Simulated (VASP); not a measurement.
Input of a VASP 6.6.1 run:

INCAR

```
PREC = Accurate
ENCUT = 520
EDIFF = 1E-8
ISMEAR = -1
SIGMA = 0.01
LREAL = Auto
LASPH = T
NELM = 100
ALGO = Normal
ISIF = 2
LWAVE = F
LCHARG = F
GGA = PE
LEFG = T
NELECT = 128.0
NBANDS = 82
```

Contents of KPOINTS:

```
regular mesh
0
Gamma
  4 4 4
```

POSCAR

```
Si8SbO15
1.0
    0.0000000000      0.0000000000      7.3113424844
    4.9545809254     -4.9545809254      0.0000000000
    4.9545809254      4.9545809254     -7.3113424844
Si Sb O
8 1 15
Direct
    0.0000000000      0.0000000000      0.0000000000
    0.0000000000      0.0000000000      0.5000000000
    0.5000000000      0.5000000000      0.0000000000
    0.5000000000      0.5000000000      0.5000000000
    0.5000000000      0.7500000000      0.2500000000
    0.5000000000      0.7500000000      0.7500000000
    0.0000000000      0.2500000000      0.2500000000
    0.0000000000      0.2500000000      0.7500000000
    0.2983930650      0.9233930650      0.1733930650
    0.2983930650      0.9233930650      0.6733930650
    0.7983930650      0.4233930650      0.1733930650
    0.7983930650      0.4233930650      0.6733930650
    0.7983930650      0.8266069350      0.4233930650
    0.7983930650      0.8266069350      0.9233930650
    0.2983930650      0.3266069350      0.4233930650
    0.2983930650      0.3266069350      0.9233930650
    0.4516069350      0.6733930650      0.0766069350
    0.4516069350      0.6733930650      0.5766069350
    0.9516069350      0.1733930650      0.0766069350
    0.9516069350      0.1733930650      0.5766069350
    0.4516069350      0.5766069350      0.3266069350
    0.4516069350      0.5766069350      0.8266069350
    0.9516069350      0.0766069350      0.3266069350
    0.9516069350      0.0766069350      0.8266069350
```

Potentials or basis: VASP PAW PBE potentials, release 64 (Si, Sb, O).

The run is started by

```console
$ cat potpaw_PBE.64/Si/POTCAR potpaw_PBE.64/Sb/POTCAR potpaw_PBE.64/O/POTCAR > POTCAR
$ mpirun -np 1 vasp_std > vasp.out
```

Question: Predict the largest force.

Answer: 45.443 eV/Å.

Forces on the atoms (eV/Å):
```
Si  -12.457 -35.149 -25.970
Si   -0.937   0.208  -0.612
Si    0.468   0.022  -0.315
Si   -0.372  -0.612   0.627
Si  -12.457  35.149  25.970
Si    0.468  -0.022   0.315
Si   -0.937  -0.208   0.612
Si   -0.372   0.612  -0.627
Sb   30.433   0.000   0.000
O     0.396  -0.063   0.013
O     0.396   0.063  -0.013
O     0.477   0.000   0.000
O     1.300   2.685   2.927
O    -2.342  -0.750  -2.379
O     0.205   0.332  -0.244
O    -0.114   0.122   0.150
O    -2.342   0.750   2.379
O    -0.114  -0.122  -0.150
O     1.300  -2.685  -2.927
O     0.205  -0.332   0.244
O    -1.322   3.272  -0.197
O    -0.520   0.000   0.000
O    -0.038   0.000   0.000
O    -1.322  -3.272   0.197
```

Caveat: the cell carries a net charge on a neutralising background, which shifts energy and pressure; without QUAD_EFG the Cq values of the log hold for a quadrupole moment of 1 mb, not for the nuclei.
